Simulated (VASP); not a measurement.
# TiSn (Fm-3m) in VASP: vibrations by perturbation theory with PBEsol

Aim: the vibrations by perturbation theory of TiSn with PBEsol.

All numbers are computed with VASP 6.6.1; they aren't measurements. Logs are shortened: lines on timing, memory, paths and dates and some standing lists are left out, and cuts for length are marked.

**1. The cell of the first run**

Symmetry: Fm-3m, No. 225, cubic system. The conventional cell has a = 5.524 Å, b = 5.524 Å, c = 5.524 Å, α = 90.00°, β = 90.00°, γ = 90.00°. Within 3.6 Å of Ti (site symmetry m-3m) lie 6 Sn at 2.76 Å. Sn (site symmetry m-3m) has 6 Ti at 2.76 Å within 3.6 Å.

**2. Vibrations by perturbation theory, PBEsol**

INCAR

```
SYSTEM = TiSn
  PREC = Accurate
  ENCUT = 520
  EDIFF = 1E-8
  ISMEAR = -1
  SIGMA = 0.15
  LREAL = .False.
  LASPH = .True.
  NELM = 60
  ALGO = Normal
  ISIF = 2
  LWAVE = .False.
  LCHARG = .False.
  GGA = PS
  NBANDS = 20
  IBRION = 8
  NSW = 1
```

KPOINTS

```
regular mesh
0
Gamma
  14 14 14
  0 0 0
```

POSCAR

```
TiSn
1.0
    0.0000000000      2.7618586494      2.7618586494
    2.7618586494      0.0000000000      2.7618586494
    2.7618586494      2.7618586494      0.0000000000
Ti Sn
1 1
Direct
    0.0000000000      0.0000000000      0.0000000000
    0.5000000000      0.5000000000      0.5000000000
```

Potentials or basis: VASP PAW PBE potentials, release 64 (Ti_sv, Sn_d).

Run with:

```
> cat potpaw_PBE.64/Ti_sv/POTCAR potpaw_PBE.64/Sn_d/POTCAR > POTCAR
> mpirun -np 1 vasp_std > vasp.out
```

OUTCAR:

```text
SYSTEM = TiSn
   PREC = Accurate
   ENCUT = 520
   EDIFF = 1E-8
   ISMEAR = -1
   LREAL = .False.
   LASPH = .True.
   NELM = 60
   ISIF = 2
   GGA = PS
   IBRION = 8
   NSW = 1

 ion  position               nearest neighbor table
   1  0.000  0.000  0.000-   2 2.76   2 2.76   2 2.76   2 2.76   2 2.76   2 2.76
   2  0.500  0.500  0.500-   1 2.76   1 2.76   1 2.76   1 2.76   1 2.76   1 2.76

  LATTYP: Found a face centered cubic cell.
 ALAT       =     5.5237172988

  Lattice vectors:

 A1 = (   0.0000000000,   2.7618586494,   2.7618586494)
 A2 = (   2.7618586494,   0.0000000000,   2.7618586494)
 A3 = (   2.7618586494,   2.7618586494,   0.0000000000)

Analysis of symmetry for initial positions (statically):
=====================================================================
 Subroutine PRICEL returns:
 Original cell was already a primitive cell.

 Routine SETGRP: Setting up the symmetry group for a
 face centered cubic supercell.

 Subroutine GETGRP returns: Found 48 space group operations
 (whereof 48 operations were pure point group operations)
 out of a pool of 48 trial point group operations.

The static configuration has the point symmetry O_h .

Analysis of symmetry for dynamics (positions and initial velocities):
=====================================================================
 Subroutine PRICEL returns:
 Original cell was already a primitive cell.

 Routine SETGRP: Setting up the symmetry group for a
 face centered cubic supercell.

 Subroutine GETGRP returns: Found 48 space group operations
 (whereof 48 operations were pure point group operations)
 out of a pool of 48 trial point group operations.

The dynamic configuration has the point symmetry O_h .

 Subroutine INISYM returns: Found 48 space group operations
 (whereof 48 operations are pure point group operations),
 and found     1 'primitive' translations

----------------------------------------------------------------------------------------

                                     Primitive cell

  volume of cell :      42.1342
[... 711 lines left out ...]
 -----------------------------------------------------------------------------
  energy-cutoff  :      520.00
  volume of cell :       42.13
      direct lattice vectors                 reciprocal lattice vectors
     0.000000000  2.761858649  2.761858649    -0.181037505  0.181037505  0.181037505
     2.761858649  0.000000000  2.761858649     0.181037505 -0.181037505  0.181037505
     2.761858649  2.761858649  0.000000000     0.181037505  0.181037505 -0.181037505

 POSITION                                       TOTAL-FORCE (eV/Angst)
 -----------------------------------------------------------------------------------
      0.00000      0.00000      0.00000         0.000000     -0.000000      0.000000
      2.76186      2.76186      2.76186        -0.000000      0.000000     -0.000000
 -----------------------------------------------------------------------------------
    total drift:                                0.000000      0.000000      0.000000

  FREE ENERGIE OF THE ION-ELECTRON SYSTEM (eV)
  ---------------------------------------------------
  free  energy   TOTEN  =       -12.8541116550 eV

  energy  without entropy=      -12.7721600867  energy(sigma->0) =      -12.81313587

[... ionic steps 2 to 3 ...]

--------------------------------------- Ionic step        4  -------------------------------------------

------------------------ aborting loop because EDIFF is reached ----------------------------------------

[... ionic steps 5 to 6 ...]

--------------------------------------- Ionic step        7  -------------------------------------------

 Free energy of the ion-electron system (eV)
  ---------------------------------------------------
  ---------------------------------------------------
  free energy    TOTEN  =        -0.21839299 eV

  energy without entropy =       -0.21839300

------------------------ aborting loop because EDIFF is reached ----------------------------------------

 INTERNAL STRAIN TENSOR  FOR ION    2  DIRECTION 1   (eV/Angst):
 -----------------------------------------------------------------------------
    -0.02261  0.00000  0.00000
     0.00000  0.01089  0.00000
     0.00000  0.00000  0.01089

 INTERNAL STRAIN TENSOR FOR ION    2 for displacements in x,y,z  (eV/Angst):
          X           Y           Z          XY          YZ          ZX
  --------------------------------------------------------------------------------
  x     0.00000     0.00000     0.00000     0.00000     0.00000     0.00000
  y     0.00000     0.00000     0.00000     0.00000     0.00000     0.00000
  z     0.00000     0.00000     0.00000     0.00000     0.00000     0.00000

 SECOND DERIVATIVES (NOT SYMMETRIZED)
 ------------------------------------
               1X          1Y          1Z          2X          2Y          2Z
  1X    -8.080497    0.000000    0.000000    8.080497    0.000000    0.000000
  1Y     0.000000   -8.080497    0.000000    0.000000    8.080497    0.000000
  1Z     0.000000    0.000000   -8.080497    0.000000    0.000000    8.080497
  2X     8.079146    0.000000    0.000000   -8.079146    0.000000    0.000000
  2Y     0.000000    8.079146    0.000000    0.000000   -8.079146    0.000000
  2Z     0.000000    0.000000    8.079146    0.000000    0.000000   -8.079146

 Eigenvectors and eigenvalues of the dynamical matrix
 ----------------------------------------------------

   1 f  =    7.607870 THz    47.801655 2PiTHz  253.771215 cm-1    31.463607 meV
             X         Y         Z           dx          dy          dz
      0.000000  0.000000  0.000000     0.000000    0.844169    0.000000
      2.761859  2.761859  2.761859     0.000000   -0.536076    0.000000
[... 21 lines left out ...]
   6 f/i=    0.000288 THz     0.001809 2PiTHz    0.009601 cm-1     0.001190 meV
             X         Y         Z           dx          dy          dz
      0.000000  0.000000  0.000000     0.000000    0.000000   -0.536076
      2.761859  2.761859  2.761859     0.000000    0.000000   -0.844169

--------------------------------------------------------------------------------------------------------

 ELASTIC MODULI CONTR FROM IONIC RELAXATION (kBar)
 Direction    XX          YY          ZZ          XY          YZ          ZX
 --------------------------------------------------------------------------------
 XX           0.0000      0.0000      0.0000      0.0000      0.0000      0.0000
 YY           0.0000      0.0000      0.0000      0.0000      0.0000      0.0000
 ZZ           0.0000      0.0000      0.0000      0.0000      0.0000      0.0000
 XY           0.0000      0.0000      0.0000      0.0000      0.0000      0.0000
 YZ           0.0000      0.0000      0.0000      0.0000      0.0000      0.0000
 ZX           0.0000      0.0000      0.0000      0.0000      0.0000      0.0000
 --------------------------------------------------------------------------------
```

Wall time 16 min (1 thread of Intel Xeon Platinum 8259CL at 2.50GHz (Skylake/Cascade Lake), shared host); peak memory 0.53 GiB.

What came out:

```yaml
Highest_phonon_frequency_at_Γ: 254 cm⁻¹
```

Phonon frequencies in cm⁻¹ (negative: imaginary):
```csv
q point,frequencies
"(0.000, 0.000, 0.000)",0 0 0 254 254 254
```

Caveat: spin-orbit coupling is left out, which moves the levels of the heavy elements.
